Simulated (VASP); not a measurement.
# Sr2TiSiO6 (Fm-3m) in VASP: single point with r2SCAN

Aim: the single point of Sr2TiSiO6 with r2SCAN.

All numbers are computed with VASP 6.6.1; they aren't measurements. Logs are shortened: lines on timing, memory, paths and dates and some standing lists are left out, and cuts for length are marked.

## (1) The cell of the first run

The structure is cubic, space group Fm-3m (No. 225). The conventional cell has a = 7.928 Å, b = 7.928 Å, c = 7.928 Å, α = 90.00°, β = 90.00°, γ = 90.00°. O (site symmetry 4mm) has 1 Ti at 1.98 Å and 1 Si at 1.98 Å within 2.6 Å. Within 3.7 Å of Sr (site symmetry -43m) lie 12 O at 2.80 Å and 4 Ti at 3.43 Å and 4 Si at 3.43 Å. Ti (site symmetry m-3m) has 6 O at 1.98 Å within 2.6 Å. Within 2.6 Å of Si (site symmetry m-3m) lie 6 O at 1.98 Å.

## (2) Single point, r2SCAN

Input file POSCAR:

```
Sr2TiSiO6
1.0
    0.0000000000      3.9639932300      3.9639932300
    3.9639932300      0.0000000000      3.9639932300
    3.9639932300      3.9639932300      0.0000000000
O Sr Ti Si
6 2 1 1
Direct
    0.7500000000      0.2500000000      0.2500000000
    0.2500000000      0.7500000000      0.2500000000
    0.2500000000      0.7500000000      0.7500000000
    0.7500000000      0.2500000000      0.7500000000
    0.2500000000      0.2500000000      0.7500000000
    0.7500000000      0.7500000000      0.2500000000
    0.2500000000      0.2500000000      0.2500000000
    0.7500000000      0.7500000000      0.7500000000
    0.5000000000      0.5000000000      0.5000000000
    0.0000000000      0.0000000000      0.0000000000
```

Input file INCAR.step1:

```
ALGO = Normal
EDIFF = 1E-4
ENCUT = 520
GGA = PE
ISMEAR = -5
LASPH = True
LCHARG = False
LMAXMIX = 4
LREAL = False
LWAVE = True
NBANDS = 47
NELM = 100
PREC = Accurate
SIGMA = 0.0123
```

Input file INCAR.step2:

```
ALGO = Normal
EDIFF = 1E-6
ENCUT = 520
ISIF = 2
ISMEAR = 1
ISTART = 1
LASPH = True
LCHARG = False
LMAXMIX = 4
LMIXTAU = True
LORBIT = 11
LREAL = False
LWAVE = False
METAGGA = R2SCAN
NBANDS = 47
NELM = 100
PREC = Accurate
SIGMA = 0.0123
```

Input file KPOINTS:

```
k-points
0
Gamma
  6 6 6
```

Potentials or basis: VASP PAW PBE potentials, release 64 (O, Sr_sv, Ti_sv, Si).

Command:

```bash
cat potpaw_PBE.64/O/POTCAR potpaw_PBE.64/Sr_sv/POTCAR potpaw_PBE.64/Ti_sv/POTCAR potpaw_PBE.64/Si/POTCAR > POTCAR
cp INCAR.step1 INCAR
mpirun -np 1 vasp_std > vasp.out
cp INCAR.step2 INCAR
mpirun -np 1 vasp_std > vasp.out
```

OUTCAR:

```text
EDIFF = 1E-6
   ENCUT = 520
   ISIF = 2
   ISMEAR = 1
   ISTART = 1
   LASPH = True
   LORBIT = 11
   LREAL = False
   METAGGA = R2SCAN
   NELM = 100
   PREC = Accurate

 ion  position               nearest neighbor table
   1  0.750  0.250  0.250-   9 1.98  10 1.98   7 2.80   8 2.80   8 2.80   7 2.80
   2  0.250  0.750  0.250-   9 1.98  10 1.98   7 2.80   8 2.80   7 2.80   8 2.80
   3  0.250  0.750  0.750-   9 1.98  10 1.98   8 2.80   7 2.80   7 2.80   8 2.80
   4  0.750  0.250  0.750-   9 1.98  10 1.98   8 2.80   7 2.80   8 2.80   7 2.80
   5  0.250  0.250  0.750-   9 1.98  10 1.98   7 2.80   7 2.80   8 2.80   8 2.80
   6  0.750  0.750  0.250-   9 1.98  10 1.98   8 2.80   8 2.80   7 2.80   7 2.80
   7  0.250  0.250  0.250-   1 2.80   2 2.80   5 2.80   3 2.80   4 2.80   5 2.80   2 2.80   3 2.80
                             6 2.80   1 2.80   4 2.80   6 2.80   9 3.43  10 3.43  10 3.43   9 3.43
   8  0.750  0.750  0.750-   3 2.80   4 2.80   6 2.80   1 2.80   2 2.80   6 2.80   1 2.80   4 2.80
                             5 2.80   2 2.80   3 2.80   5 2.80   9 3.43  10 3.43   9 3.43  10 3.43
   9  0.500  0.500  0.500-   1 1.98   2 1.98   3 1.98   4 1.98   5 1.98   6 1.98   7 3.43   7 3.43
                             7 3.43   7 3.43   8 3.43   8 3.43   8 3.43   8 3.43
  10  0.000  0.000  0.000-   1 1.98   2 1.98   3 1.98   4 1.98   5 1.98   6 1.98   8 3.43   8 3.43
                             8 3.43   7 3.43   8 3.43   7 3.43   7 3.43   7 3.43

  LATTYP: Found a face centered cubic cell.
 ALAT       =     7.9279864600

  Lattice vectors:

 A1 = (   0.0000000000,   3.9639932300,   3.9639932300)
 A2 = (   3.9639932300,   0.0000000000,   3.9639932300)
 A3 = (   3.9639932300,   3.9639932300,   0.0000000000)

Analysis of symmetry for initial positions (statically):
=====================================================================
 Subroutine PRICEL returns:
 Original cell was already a primitive cell.

 Routine SETGRP: Setting up the symmetry group for a
 face centered cubic supercell.

 Subroutine GETGRP returns: Found 48 space group operations
 (whereof 48 operations were pure point group operations)
 out of a pool of 48 trial point group operations.

The static configuration has the point symmetry O_h .

Analysis of symmetry for dynamics (positions and initial velocities):
=====================================================================
 Subroutine PRICEL returns:
 Original cell was already a primitive cell.

 Routine SETGRP: Setting up the symmetry group for a
 face centered cubic supercell.

 Subroutine GETGRP returns: Found 48 space group operations
 (whereof 48 operations were pure point group operations)
 out of a pool of 48 trial point group operations.

The dynamic configuration has the point symmetry O_h .

 Subroutine INISYM returns: Found 48 space group operations
 (whereof 48 operations are pure point group operations),
 and found     1 'primitive' translations

----------------------------------------------------------------------------------------

                                     Primitive cell

  volume of cell :     124.5744

  direct lattice vectors                    reciprocal lattice vectors
     0.000000000  3.963993230  3.963993230    -0.126135432  0.126135432  0.126135432
     3.963993230  0.000000000  3.963993230     0.126135432 -0.126135432  0.126135432
     3.963993230  3.963993230  0.000000000     0.126135432  0.126135432 -0.126135432

  length of vectors
     5.605932987  5.605932987  5.605932987     0.218472978  0.218472978  0.218472978

  position of ions in fractional coordinates (direct lattice)
     0.750000000  0.250000000  0.250000000
     0.250000000  0.750000000  0.250000000
     0.250000000  0.750000000  0.750000000
     0.750000000  0.250000000  0.750000000
     0.250000000  0.250000000  0.750000000
     0.750000000  0.750000000  0.250000000
     0.250000000  0.250000000  0.250000000
     0.750000000  0.750000000  0.750000000
     0.500000000  0.500000000  0.500000000
     0.000000000  0.000000000  0.000000000

  ion indices of the primitive-cell ions
   primitive index   ion index
                 1           1
                 2           2
                 3           3
                 4           4
                 5           5
                 6           6
                 7           7
                 8           8
                 9           9
                10          10

----------------------------------------------------------------------------------------

 KPOINTS: k-points

Automatic generation of k-mesh.
 Grid dimensions read from file:
 generate k-points for:    6    6    6

 Generating k-lattice:

  Cartesian coordinates                     Fractional coordinates (reciprocal lattice)
    -0.021022572  0.021022572  0.021022572     0.166666667  0.000000000  0.000000000
     0.021022572 -0.021022572  0.021022572     0.000000000  0.166666667  0.000000000
     0.021022572  0.021022572 -0.021022572     0.000000000  0.000000000  0.166666667

  Length of vectors
     0.036412163  0.036412163  0.036412163

  Shift w.r.t. Gamma in fractional coordinates (k-lattice)
     0.000000000  0.000000000  0.000000000

 Subroutine IBZKPT returns following result:
 ===========================================

 Found     16 irreducible k-points:

 Following reciprocal coordinates:
            Coordinates               Weight
  0.000000  0.000000  0.000000      1.000000
  0.166667  0.000000  0.000000      8.000000
  0.333333  0.000000  0.000000      8.000000
  0.500000  0.000000  0.000000      4.000000
  0.166667  0.166667  0.000000      6.000000
  0.333333  0.166667  0.000000     24.000000
[... 8 lines left out ...]
 -0.333333  0.333333  0.166667     24.000000
 -0.333333  0.500000  0.166667     12.000000
   k-points           NKPTS =     16   k-points in BZ     NKDIM =     16   number of bands    NBANDS=     47
   number of dos      NEDOS =    301   number of ions     NIONS =     10
   total plane-waves  NPLWV =  74088
   dimension x,y,z NGX =    42 NGY =   42 NGZ =   42
   dimension x,y,z NGXF=    84 NGYF=   84 NGZF=   84
   ions per type =               6   2   1   1
   NGX,Y,Z   is equivalent  to a cutoff of  12.46, 12.46, 12.46 a.u.
   NGXF,Y,Z  is equivalent  to a cutoff of  24.91, 24.91, 24.91 a.u.
 SYSTEM =  unknown system
   PREC   = accura    normal or accurate (medium, high low for compatibility)
   ISTART =      1    job   : 0-new  1-cont  2-samecut
   ICHARG =      0    charge: 1-file 2-atom 10-const
   ISPIN  =      1    spin polarized calculation?
   LNONCOLLINEAR =      F non collinear calculations
   LSORBIT =      F    spin-orbit coupling
   LASPH  =      T    aspherical Exc in radial PAW
   ENCUT  =  520.0 eV  38.22 Ry    6.18 a.u.  10.42 10.42 10.42*2*pi/ulx,y,z
   NELM   =    100;   NELMIN=  2; NELMDL=  0     # of ELM steps
   EDIFF  = 0.1E-05   stopping-criterion for ELM
   LREAL  =      F    real-space projection
   EDIFFG = 0.1E-04   stopping-criterion for IOM
   NSW    =      0    number of steps for IOM
   IBRION =     -1    ionic relax: 0-MD 1-quasi-New 2-CG
   NFREE  =      0    steps in history (QN), initial steepest desc. (CG)
   ISIF   =      2    stress and relaxation
   ISYM   =      2    0-nonsym 1-usesym 2-fastsym
   POTIM  = 0.5000    time-step for ionic-motion
   TEBEG  =    0.0;   TEEND  =   0.0 temperature during run
   PSTRESS=    0.0 pullay stress
   NELECT =      72.0000    total number of electrons
   NUPDOWN=      -1.0000    fix difference up-down
   EMIN   =  10.00;   EMAX   =-10.00  energy-range for DOS
   EFERMI =   0.00;   METHOD = LEGACY
   ISMEAR =     1;   SIGMA  =   0.01  broadening in eV -4-tet -1-fermi 0-gaus
   EFERMI_NEDOS =   21; number of points for ismear=-14 and -15
   IALGO  =     38    algorithm
   IMIX   =      4    mixing-type and parameters
     AMIX     =   0.40;   BMIX     =  1.00
     AMIX_MAG =   1.60;   BMIX_MAG =  1.00
  volume/ion in A,a.u.               =      12.46        84.07
  Fermi-wavevector in a.u.,A,eV,Ry     =   1.363670  2.576963 25.301354  1.859597
  Thomas-Fermi vector in A             =   2.490053
   LORBIT       =     11    0 simple, 1 ext, 2 COOP (PROOUT), +10 PAW based schemes
   METAGGA = R2SCAN    functional components
   LHFCALC =     F    Hartree Fock is set to
   AEXX    =    0.0000 exact exchange contribution
   IVDW    =     0    specifies the selected vdW correction
   LEPSILON=     F    determine dielectric tensor
   LRPA    =     F    only Hartree local field effects (RPA)
 non-spin polarized calculation
 Methfessel and Paxton  Order N= 1 SIGMA  =   0.01
  energy-cutoff  :      520.00
  volume of cell :      124.57
 maximum number of plane-waves:      3383
 NGX is ok and might be reduce to    42
   NGX = 21   NGY = 21   NGZ = 21

 number of electron      72.0000045 magnetization

 Free energy of the ion-electron system (eV)
  ---------------------------------------------------
  ext. energy  EPLUGINS =         0.00000000
  ---------------------------------------------------
  free energy    TOTEN  =      -118.88257347 eV

  energy without entropy =     -118.88258473  energy(sigma->0) =     -118.88257722

 E-fermi :   3.3924     XC(G=0): -11.4952

 val. band max:        3.3821575511   @ k =   0.0000   0.0000   0.0000
 cond. band min:       6.3910552687   @ k =   0.0000   0.0000   0.0000
 fundamental gap:      3.0088977175
 Fermi energy:         3.3923965577

 k-point     1 :       0.0000    0.0000    0.0000
  band No.  band energies     occupation
      1     -55.8065      2.00000
      2     -30.9937      2.00000
      3     -30.9936      2.00000
      4     -30.9936      2.00000
      5     -30.5242      2.00000
      6     -30.4752      2.00000
[... 39 lines left out ...]
     46      10.5055      0.00000
     47      10.5055      0.00000

 k-point     2 :       0.1667    0.0000    0.0000
  band No.  band energies     occupation
      1     -55.8065      2.00000
      2     -30.9954      2.00000
      3     -30.9937      2.00000
      4     -30.9936      2.00000
      5     -30.5189      2.00000
      6     -30.4780      2.00000
[... 39 lines left out ...]
     46      10.9598      0.00000
     47      10.9598      0.00000

 k-point     3 :       0.3333    0.0000    0.0000
  band No.  band energies     occupation
      1     -55.8065      2.00000
      2     -30.9987      2.00000
      3     -30.9937      2.00000
      4     -30.9936      2.00000
      5     -30.5072      2.00000
      6     -30.4849      2.00000
[... 639 lines left out ...]
     46      12.0075      0.00000
     47      12.2109      0.00000

 k-point    16 :      -0.3333    0.5000    0.1667
  band No.  band energies     occupation
      1     -55.8065      2.00000
      2     -31.0000      2.00000
      3     -30.9959      2.00000
      4     -30.9939      2.00000
      5     -30.4951      2.00000
      6     -30.4914      2.00000
[... 39 lines left out ...]
     46      12.0616      0.00000
     47      12.3650      0.00000

------------------------ aborting loop because EDIFF is reached ----------------------------------------

  FORCE on cell =-STRESS in cart. coord.  units (eV):
  Direction    XX          YY          ZZ          XY          YZ          ZX
  --------------------------------------------------------------------------------------
  -------------------------------------------------------------------------------------
  Total      -15.3554881    -15.3554881    -15.3554881      0.0000000      0.0000000      0.0000000
  in kB     -197.4901779   -197.4901779   -197.4901779      0.0000000      0.0000000      0.0000000
  external PRESSURE =    -197.4901779 kB  Pullay stress =       0.0000000 kB

 VOLUME and BASIS-vectors are now :
 -----------------------------------------------------------------------------
  energy-cutoff  :      520.00
  volume of cell :      124.57
      direct lattice vectors                 reciprocal lattice vectors
     0.000000000  3.963993230  3.963993230    -0.126135432  0.126135432  0.126135432
     3.963993230  0.000000000  3.963993230     0.126135432 -0.126135432  0.126135432
     3.963993230  3.963993230  0.000000000     0.126135432  0.126135432 -0.126135432

 POSITION                                       TOTAL-FORCE (eV/Angst)
 -----------------------------------------------------------------------------------
      1.98200      3.96399      3.96399        -2.186622     -0.000000      0.000000
      3.96399      1.98200      3.96399        -0.000000     -2.186622      0.000000
      5.94599      3.96399      3.96399         2.186622     -0.000000      0.000000
      3.96399      5.94599      3.96399        -0.000000      2.186622      0.000000
      3.96399      3.96399      1.98200        -0.000000     -0.000000     -2.186622
      3.96399      3.96399      5.94599        -0.000000     -0.000000      2.186622
      1.98200      1.98200      1.98200         0.000000     -0.000000     -0.000000
      5.94599      5.94599      5.94599         0.000000     -0.000000      0.000000
      3.96399      3.96399      3.96399        -0.000000     -0.000000      0.000000
      0.00000      0.00000      0.00000        -0.000000     -0.000000     -0.000000
 -----------------------------------------------------------------------------------
    total drift:                                0.000000      0.000000      0.000000

  FREE ENERGIE OF THE ION-ELECTRON SYSTEM (eV)
  ---------------------------------------------------
  free  energy   TOTEN  =      -118.8825734671 eV

  energy  without entropy=     -118.8825847304  energy(sigma->0) =     -118.88257722

 total charge

# of ion       s       p       d       tot
------------------------------------------
    1        1.559   3.485   0.000   5.044
    2        1.559   3.485   0.000   5.044
    3        1.559   3.485   0.000   5.044
    4        1.559   3.485   0.000   5.044
    5        1.559   3.485   0.000   5.044
    6        1.559   3.485   0.000   5.044
    7        1.995   5.876   0.165   8.037
    8        1.995   5.876   0.165   8.037
    9        2.200   6.264   1.634  10.098
   10        0.558   0.627   0.000   1.185
--------------------------------------------------
tot         16.101  39.555   1.964  57.621
```

Wall time 7.2 min (1 thread of Intel Xeon Platinum 8375C at 2.90GHz (Ice Lake), shared host); peak memory 0.34 GiB.

Results:

```yaml
Free_energy: -118.8826 eV
Pressure: -19.7 GPa
Band_gap_on_the_k_mesh: 3.01 eV
Valence_electrons_inside_the_program's_atomic_spheres: O 5.04; Sr 8.04; Ti 10.10; Si 1.19
```

Levels at points of the mesh, in eV from the valence-band top:
| k point | band 34 | band 35 | band 36 | band 37 | band 38 | band 39 |
| --- | --- | --- | --- | --- | --- | --- |
| (0.00, 0.00, 0.00) | 0.00 | 0.00 | 0.00 | 3.01 | 3.01 | 3.01 |
| (0.50, 0.00, 0.00) | -0.71 | -0.60 | -0.58 | 3.25 | 3.35 | 3.35 |
| (0.50, 0.50, 0.00) | -1.05 | -1.05 | -0.08 | 3.04 | 3.05 | 3.70 |

Caveat: the cell stands under tension; the PAW data sets were made with another functional, which shifts forces and pressure a little. A k mesh can miss the band edges.
